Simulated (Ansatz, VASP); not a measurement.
**Two plane-wave programs on KZnI3**

```
CELL_PARAMETERS angstrom
6.91467 0.00000 0.00000
-3.45733 5.98828 0.00000
0.00000 0.00000 7.78375
ATOMIC_POSITIONS crystal
K 0.00000 0.00000 0.50000
Zn 0.00000 0.00000 0.00000
I 0.50000 0.00000 0.50000
I 0.00000 0.50000 0.50000
I 0.50000 0.50000 0.50000
```

Alike in both runs: functional PBE; k mesh 3 × 3 × 2; occupations gaussian, width 0.15 eV; no spin polarisation.

Ansatz relaxed the structure, and its values are those at the end. VASP's run is a single point on that final structure, the one shown.

|  | VASP | Ansatz |
| --- | --- | --- |
| version | VASP 6.6.1 | Ansatz 0.2.0 |
| potentials or method | VASP PAW PBE potentials, release 64 (K_sv, Zn, I), cutoff 520 eV | scalar-relativistic, plane waves, PAW |
| valence electrons in the cell | 42 | 72 |

```csv
,VASP,Ansatz,Ansatz less VASP
gap on the k mesh at the Fermi level (eV),none,none,-
pressure (GPa),0.2,0.2,0.00
```

A gap of «none» marks a metal or a gap that the smearing closes. VASP's potentials hold 42 valence electrons a cell and Ansatz's 72, so a difference there can come from the potentials and not from the codes.

The k mesh is coarse, so the values compare programs but aren't converged. Neither program's run includes spin-orbit coupling.
